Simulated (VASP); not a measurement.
# BP (zinc blende) (F-43m) in VASP: vibrations by perturbation theory with PBEsol

Aim: the vibrations by perturbation theory of BP (zinc blende) with PBEsol.

All numbers are computed with VASP 6.6.1; they aren't measurements. Logs are shortened: lines on timing, memory, paths and dates and some standing lists are left out, and cuts for length are marked.

## Step 1: The cell of the first run

It takes space group F-43m (No. 216, cubic). The conventional cell has a = 4.535 Å, b = 4.535 Å, c = 4.535 Å, α = 90.00°, β = 90.00°, γ = 90.00°. B (site symmetry -43m) has 4 P at 1.96 Å within 2.6 Å. Within 2.6 Å of P (site symmetry -43m) lie 4 B at 1.96 Å.

## Step 2: Vibrations by perturbation theory, PBEsol

INCAR reads:

```
SYSTEM = BP
ALGO = Normal ; EDIFF = 1E-8
ENCUT = 520 ; GGA = PS
IBRION = 8 ; ISIF = 2
ISMEAR = 0 ; LASPH = .True.
LCHARG = .False. ; LEPSILON = .True.
LREAL = .False. ; LWAVE = .False.
NELM = 100 ; NSW = 1
PREC = Accurate ; SIGMA = 0.01
```

KPOINTS reads:

```
k-points
0
Gamma
  3 3 3
  0 0 0
```

POSCAR reads:

```
BP
1.0
    0.0000000000      2.2675000000      2.2675000000
    2.2675000000      0.0000000000      2.2675000000
    2.2675000000      2.2675000000      0.0000000000
B P
1 1
Direct
    0.0000000000      0.0000000000      0.0000000000
    0.2500000000      0.2500000000      0.2500000000
```

Potentials or basis: VASP PAW PBE potentials, release 64 (B, P).

Started as:

```bash
$ cat potpaw_PBE.64/B/POTCAR potpaw_PBE.64/P/POTCAR > POTCAR
$ mpirun -np 1 vasp_std > vasp.out
```

OUTCAR:

```text
SYSTEM = BP
   EDIFF = 1E-8
   ENCUT = 520
   GGA = PS
   IBRION = 8
   ISIF = 2
   ISMEAR = 0
   LASPH = .True.
   LEPSILON = .True.
   LREAL = .False.
   NELM = 100
   NSW = 1
   PREC = Accurate

 ion  position               nearest neighbor table
   1  0.000  0.000  0.000-   2 1.96   2 1.96   2 1.96   2 1.96
   2  0.250  0.250  0.250-   1 1.96   1 1.96   1 1.96   1 1.96

  LATTYP: Found a face centered cubic cell.
 ALAT       =     4.5350000000

  Lattice vectors:

 A1 = (   0.0000000000,   2.2675000000,   2.2675000000)
 A2 = (   2.2675000000,   0.0000000000,   2.2675000000)
 A3 = (   2.2675000000,   2.2675000000,   0.0000000000)

Analysis of symmetry for initial positions (statically):
=====================================================================
 Subroutine PRICEL returns:
 Original cell was already a primitive cell.

 Routine SETGRP: Setting up the symmetry group for a
 face centered cubic supercell.

 Subroutine GETGRP returns: Found 24 space group operations
 (whereof 24 operations were pure point group operations)
 out of a pool of 48 trial point group operations.

The static configuration has the point symmetry T_d .

Analysis of symmetry for dynamics (positions and initial velocities):
=====================================================================
 Subroutine PRICEL returns:
 Original cell was already a primitive cell.

 Routine SETGRP: Setting up the symmetry group for a
 face centered cubic supercell.

 Subroutine GETGRP returns: Found 24 space group operations
 (whereof 24 operations were pure point group operations)
 out of a pool of 48 trial point group operations.

The dynamic configuration has the point symmetry T_d .

 Subroutine INISYM returns: Found 24 space group operations
 (whereof 24 operations are pure point group operations),
 and found     1 'primitive' translations

----------------------------------------------------------------------------------------

                                     Primitive cell

  volume of cell :      23.3170

  direct lattice vectors                    reciprocal lattice vectors
     0.000000000  2.267500000  2.267500000    -0.220507166  0.220507166  0.220507166
     2.267500000  0.000000000  2.267500000     0.220507166 -0.220507166  0.220507166
     2.267500000  2.267500000  0.000000000     0.220507166  0.220507166 -0.220507166

  length of vectors
     3.206729253  3.206729253  3.206729253     0.381929616  0.381929616  0.381929616

  position of ions in fractional coordinates (direct lattice)
     0.000000000  0.000000000  0.000000000
     0.250000000  0.250000000  0.250000000

  ion indices of the primitive-cell ions
   primitive index   ion index
                 1           1
                 2           2

----------------------------------------------------------------------------------------

 KPOINTS: k-points

Automatic generation of k-mesh.
 Grid dimensions read from file:
 generate k-points for:    3    3    3

 Generating k-lattice:

  Cartesian coordinates                     Fractional coordinates (reciprocal lattice)
    -0.073502389  0.073502389  0.073502389     0.333333333  0.000000000  0.000000000
     0.073502389 -0.073502389  0.073502389     0.000000000  0.333333333  0.000000000
     0.073502389  0.073502389 -0.073502389     0.000000000  0.000000000  0.333333333

  Length of vectors
     0.127309872  0.127309872  0.127309872

  Shift w.r.t. Gamma in fractional coordinates (k-lattice)
     0.000000000  0.000000000  0.000000000

 Subroutine IBZKPT returns following result:
 ===========================================

 Found      4 irreducible k-points:

[... 127 lines left out ...]
  energy-cutoff  :      520.00
  volume of cell :       23.32
      direct lattice vectors                 reciprocal lattice vectors
     0.000000000  2.267500000  2.267500000    -0.220507166  0.220507166  0.220507166
     2.267500000  0.000000000  2.267500000     0.220507166 -0.220507166  0.220507166
     2.267500000  2.267500000  0.000000000     0.220507166  0.220507166 -0.220507166

 POSITION                                       TOTAL-FORCE (eV/Angst)
 -----------------------------------------------------------------------------------
      0.00000      0.00000      0.00000         0.000000      0.000000      0.000000
      1.13375      1.13375      1.13375        -0.000000     -0.000000     -0.000000
 -----------------------------------------------------------------------------------
    total drift:                                0.000000      0.000000      0.000000

  FREE ENERGIE OF THE ION-ELECTRON SYSTEM (eV)
  ---------------------------------------------------
  free  energy   TOTEN  =       -13.0276313010 eV

  energy  without entropy=      -13.0276313010  energy(sigma->0) =      -13.02763130

 HEAD OF MICROSCOPIC STATIC DIELECTRIC TENSOR (INDEPENDENT PARTICLE, excluding Hartree and local field effects)
 ------------------------------------------------------
          19.741698    -0.000000     0.000000
          -0.000000    19.741698    -0.000000
          -0.000000     0.000000    19.741698
 ------------------------------------------------------

 Free energy of the ion-electron system (eV)
  ---------------------------------------------------
  ---------------------------------------------------
  free energy    TOTEN  =        -1.23716688 eV

  energy without entropy =       -1.23716688

------------------------ aborting loop because EDIFF is reached ----------------------------------------

--------------------------------------- Ionic step        2  -------------------------------------------

------------------------ aborting loop because EDIFF is reached ----------------------------------------

--------------------------------------- Ionic step        3  -------------------------------------------

------------------------ aborting loop because EDIFF is reached ----------------------------------------

 PIEZOELECTRIC TENSOR FIELD DIRECTION 3  (e Angst)
 -----------------------------------------------------------------------------
     0.00410  0.04948  0.00000           (  0.00000  0.11845  0.00000)
     0.04948  0.00410  0.00000           (  0.11845  0.00000  0.00000)
     0.00000  0.00000 -0.00841           (  0.00000  0.00000 -0.00000)

 PIEZOELECTRIC TENSOR FIELD DIRECTION 3  (C/m^2)
 -----------------------------------------------------------------------------
     0.00282  0.03400  0.00000
     0.03400  0.00282  0.00000
     0.00000  0.00000 -0.00578

--------------------------------------- Ionic step        4  -------------------------------------------

------------------------ aborting loop because EDIFF is reached ----------------------------------------

[... ionic steps 5 to 6 ...]

--------------------------------------- Ionic step        7  -------------------------------------------

 Free energy of the ion-electron system (eV)
  ---------------------------------------------------
  ---------------------------------------------------
  free energy    TOTEN  =        -0.04109913 eV

  energy without entropy =       -0.04109913

------------------------ aborting loop because EDIFF is reached ----------------------------------------

 INTERNAL STRAIN TENSOR  FOR ION    2  DIRECTION 1   (eV/Angst):
 -----------------------------------------------------------------------------
    -0.02730  0.00000  0.00000
    -0.00000  0.01708 -6.79638
     0.00000 -6.79638  0.01708

 MACROSCOPIC STATIC DIELECTRIC TENSOR (including local field effects in DFT)
 ------------------------------------------------------
          19.027913    -0.000000    -0.000000
           0.000000    19.027913     0.000000
          -0.000000     0.000000    19.027913
 ------------------------------------------------------

 PIEZOELECTRIC TENSOR (including local field effects)  for field in x, y, z        (e  Angst)
          XX          YY          ZZ          XY          YZ          ZX
  --------------------------------------------------------------------------------
  x     0.00000    -0.00000     0.00000     0.00000     0.02108     0.00000
  y     0.00000     0.00000    -0.00000     0.00000    -0.00000     0.02108
  z     0.00000     0.00000     0.00000     0.02108    -0.00000    -0.00000

 PIEZOELECTRIC TENSOR (including local field effects)  for field in x, y, z        (C/m^2)
          XX          YY          ZZ          XY          YZ          ZX
  --------------------------------------------------------------------------------
  x     0.00000    -0.00000     0.00000     0.00000     0.01449     0.00000
  y     0.00000     0.00000    -0.00000     0.00000    -0.00000     0.01449
  z     0.00000     0.00000     0.00000     0.01449    -0.00000    -0.00000

 BORN EFFECTIVE CHARGES (including local field effects) (in |e|, cummulative output)
 ---------------------------------------------------------------------------------
 ion    1
    1    -0.29928     0.00000     0.00000
    2     0.00000    -0.29928     0.00000
    3     0.00000     0.00000    -0.29928
 ion    2
    1     0.29928     0.00000     0.00000
    2     0.00000     0.29928     0.00000
    3     0.00000     0.00000     0.29928

 INTERNAL STRAIN TENSOR FOR ION    2 for displacements in x,y,z  (eV/Angst):
          X           Y           Z          XY          YZ          ZX
  --------------------------------------------------------------------------------
  x    -0.00000     0.00000     0.00000     0.00000    -6.79638    -0.00000
  y     0.00000    -0.00000     0.00000     0.00000     0.00000    -6.79638
  z     0.00000     0.00000    -0.00000    -6.79638    -0.00000     0.00000

 SECOND DERIVATIVES (NOT SYMMETRIZED)
 ------------------------------------
               1X          1Y          1Z          2X          2Y          2Z
  1X   -21.196697    0.000000    0.000000   21.196697    0.000000    0.000000
  1Y     0.000000  -21.196697    0.000000    0.000000   21.196697    0.000000
  1Z     0.000000    0.000000  -21.196697    0.000000    0.000000   21.196697
  2X    21.206623    0.000000    0.000000  -21.206623    0.000000    0.000000
  2Y     0.000000   21.206623    0.000000    0.000000  -21.206623    0.000000
  2Z     0.000000    0.000000   21.206623    0.000000    0.000000  -21.206623

 Eigenvectors and eigenvalues of the dynamical matrix
 ----------------------------------------------------

   1 f  =   25.426686 THz   159.760578 2PiTHz  848.142942 cm-1   105.156275 meV
             X         Y         Z           dx          dy          dz
      0.000000  0.000000  0.000000    -0.129364   -0.851144    0.000000
      1.133750  1.133750  1.133750     0.076445    0.502966    0.000000
[... 21 lines left out ...]
   6 f/i=    0.002607 THz     0.016379 2PiTHz    0.086951 cm-1     0.010781 meV
             X         Y         Z           dx          dy          dz
      0.000000  0.000000  0.000000    -0.108832    0.496965    0.000000
      1.133750  1.133750  1.133750    -0.184171    0.840989    0.000000

--------------------------------------------------------------------------------------------------------

 MACROSCOPIC STATIC DIELECTRIC TENSOR IONIC CONTRIBUTION
 ------------------------------------------------------
           0.032786     0.000000     0.000000
           0.000000     0.032786     0.000000
           0.000000     0.000000     0.032786
 ------------------------------------------------------

 ELASTIC MODULI CONTR FROM IONIC RELAXATION (kBar)
 Direction    XX          YY          ZZ          XY          YZ          ZX
 --------------------------------------------------------------------------------
 XX          -0.0000     -0.0000     -0.0000     -0.0000     -0.0000     -0.0000
 YY          -0.0000     -0.0000     -0.0000     -0.0000     -0.0000     -0.0000
 ZZ          -0.0000     -0.0000     -0.0000     -0.0000     -0.0000     -0.0000
 XY          -0.0000     -0.0000     -0.0000   -159.7095     -0.0000      0.0000
 YZ          -0.0000     -0.0000     -0.0000     -0.0000   -159.7095     -0.0000
 ZX          -0.0000     -0.0000     -0.0000      0.0000     -0.0000   -159.7095
 --------------------------------------------------------------------------------

 PIEZOELECTRIC TENSOR IONIC CONTR  for field in x, y, z        (C/m^2)
          XX          YY          ZZ          XY          YZ          ZX
  --------------------------------------------------------------------------------
  x    -0.00000    -0.00000    -0.00000     0.00000    -0.06809    -0.00000
  y    -0.00000    -0.00000    -0.00000     0.00000     0.00000    -0.06809
  z    -0.00000    -0.00000    -0.00000    -0.06809    -0.00000     0.00000
```

It took 41 s on 1 thread of AMD EPYC 7R13 (Zen 3), shared host; peak memory 0.11 GiB.

Results:

```
Electronic dielectric tensor (diagonal)                 : 19.03
Born charges (mean of the diagonal)                     : B -0.30; P +0.30 e
Highest phonon frequency at Γ, LO-TO splitting left out : 848 cm⁻¹
```

Phonon frequencies in cm⁻¹ (negative: imaginary):
| q point | frequencies |
| --- | --- |
| (0.000, 0.000, 0.000) | 0 0 0 848 848 848 |

Electronic dielectric tensor:
```
19.03  0.00  0.00
 0.00 19.03  0.00
 0.00  0.00 19.03
```

Born effective charge tensors (e):
atom 1, B
```
-0.30  0.00  0.00
 0.00 -0.30  0.00
 0.00  0.00 -0.30
```
atom 2, P
```
0.30 0.00 0.00
0.00 0.30 0.00
0.00 0.00 0.30
```

Caveat: the k points lie up to 0.80 Å⁻¹ apart; the cell wasn't relaxed at this level first, which shifts response properties.
